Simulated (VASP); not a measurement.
Write the native input for VASP 6.6.1 that does the following.

```
Task                   : single point
Functional             : PBEsol
Potentials or basis    : VASP PAW PBE potentials, release 64 (Si, Ge_d)
Cutoff                 : 520 eV
k mesh                 : 6 × 6 × 6
Occupations            : gaussian, width 0.03 eV
Spin                   : no spin polarisation
Dipole correction      : no
Further INCAR settings : ALGO = Normal; EDIFF = 1e-06; NBANDS = 31
```

The structure of Si7Ge lies in POSCAR:

```
Si7Ge
1.0
    5.1862179695      0.0000000000      0.0000000000
    0.0000000000      5.1862179695      0.0000000000
    0.0000000000      0.0000000000      5.7321356505
Si Ge
7 1
Direct
    0.2525976818      0.2525976818      0.2525976818
    0.0000000000      0.5000000000      0.5000000000
    0.5000000000      0.5000000000      0.0000000000
    0.5000000000      0.0000000000      0.5000000000
    0.7474023182      0.2525976818      0.7474023182
    0.7474023182      0.7474023182      0.2525976818
    0.2525976818      0.7474023182      0.7474023182
    0.0000000000      0.0000000000      0.0000000000
```

This cell differs from its parent crystal: strain -0.050 along x and y, +0.050 along z.

One way to write it, as run:

INCAR

```
SYSTEM = Si7Ge
PREC     = Accurate       ! precision mode
ENCUT    = 520            ! plane-wave cutoff, eV
EDIFF    = 1E-6           ! SCF threshold, eV
ISMEAR   = 0              ! smearing method
SIGMA    = 0.03           ! smearing width, eV
LREAL    = .False.        ! projectors in reciprocal space
LASPH    = .True.         ! aspherical terms in the spheres
NELM     = 100            ! most SCF steps
ALGO     = Normal         ! electronic algorithm
ISIF     = 2              ! what is computed and relaxed
LWAVE    = .False.        ! write WAVECAR
LCHARG   = .False.        ! write CHGCAR
GGA      = PS             ! functional
NBANDS   = 31             ! bands
```

KPOINTS

```
regular mesh
0
Gamma
  6 6 6
  0 0 0
```

Potentials or basis: VASP PAW PBE potentials, release 64 (Si, Ge_d).

Launch:

```bash
$ cat potpaw_PBE.64/Si/POTCAR potpaw_PBE.64/Ge_d/POTCAR > POTCAR
$ mpirun -np 1 vasp_std > vasp.out
```

It gave:

```yaml
Pressure: 5.1 GPa
Largest_force: 0.034 eV/Å
Band_gap_on_the_k_mesh: zero (bands 21 and 22 overlap by 0.16 eV)
```

Caveat: the cell differs from its parent crystal (strain -0.050 along x and y, +0.050 along z); the stress differs along the axes, from -2 to 9 GPa; semilocal functionals underestimate gaps, and a narrow one can read as zero; the PAW data sets were made with another functional, which shifts forces and pressure a little.

Wall time 3.7 min on 1 thread of AMD EPYC 7R13, with other jobs on the host, peak memory 0.32 GiB.
